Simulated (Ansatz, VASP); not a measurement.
Two plane-wave programs on SiC

```
Si C
1.0
     3.13734    0.00000    0.00000
    -1.56867    2.71701    0.00000
     0.00000    0.00000    4.93272
Si C
2 2
Direct
  0.33333 0.66667 0.25000
  0.66667 0.33333 0.75000
  0.66667 0.33333 0.25000
  0.33333 0.66667 0.75000
```

Alike in both runs: task single point; functional PBE; k mesh 6 × 6 × 4; occupations fermi-dirac, width 0.001 eV; no spin polarisation.

|  | VASP | Ansatz |
| --- | --- | --- |
| version | VASP 6.6.1 | Ansatz 0.2.0 |
| potentials or method | VASP PAW PBE potentials, release 64 (Si, C) | plane waves |
| plane-wave cutoff (eV) | 600 | 420 |
| valence electrons in the cell | 16 | 16 |

Ansatz gave:

| Item | Value |
| --- | --- |
| pressure (GPa) | 3.9 |
| traceless stress, the component that is largest in VASP (GPa) | -3.42 |

What did VASP give for the same quantities?

Pressure (GPa): 3.6; traceless stress, the component that is largest in VASP (GPa): -3.26.

The k mesh is coarse, so the values compare programs but aren't converged.
